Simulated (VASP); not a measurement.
Wanted: the native input for a VASP 6.6.1 run.

| Quantity | Value |
| --- | --- |
| Task | single point |
| Functional | PBE |
| Potentials or basis | VASP PAW PBE potentials, release 64 (Na_pv, Mo_sv) |
| Cutoff | 520 eV |
| k mesh | 4 × 4 × 4 |
| Occupations | gaussian, width 0.1 eV |
| Spin | no spin polarisation |
| Dipole correction | no |
| Further INCAR settings | ALGO = Normal; EDIFF = 1e-06; NBANDS = 54 |

The structure of NaMo6 lies in POSCAR:

```
NaMo6
1.0
    4.9507839700      0.0000000000      0.0000000000
    0.0000000000      4.9507839700      0.0000000000
    0.0000000000      0.0000000000      4.9507839700
Na Mo
1 6
Direct
    0.0000000000      0.0000000000      0.0000000000
    0.1987293400      0.5000000000      0.5000000000
    0.5000000000      0.8012706600      0.5000000000
    0.5000000000      0.1987293400      0.5000000000
    0.8012706600      0.5000000000      0.5000000000
    0.5000000000      0.5000000000      0.1987293400
    0.5000000000      0.5000000000      0.8012706600
```

One way to write it, as run:

INCAR

```
PREC = Accurate ; ENCUT = 520
EDIFF = 1E-6 ; ISMEAR = 0
SIGMA = 0.1 ; LREAL = False
LASPH = True ; NELM = 100
ALGO = Normal ; ISIF = 2
LWAVE = False ; LCHARG = True
GGA = PE ; LELF = True
LVHAR = True ; NBANDS = 54
```

KPOINTS

```
Automatic mesh
0
Gamma
  4 4 4
```

Potentials or basis: VASP PAW PBE potentials, release 64 (Na_pv, Mo_sv).

Launch:

```sh
$ cat potpaw_PBE.64/Na_pv/POTCAR potpaw_PBE.64/Mo_sv/POTCAR > POTCAR
$ mpirun -np 1 vasp_std > vasp.out
```

It gave:

```
Pressure      : 143.3 GPa
Largest force : 13.933 eV/Å
```

Caveat: forces of over 1 eV/Å act on the atoms, so gaps and moduli don't describe the material at rest.

Wall time 45 s on 1 thread of Intel(R) Xeon(R) 6975P-C (Granite Rapids) (shared host), peak memory 0.25 GiB.
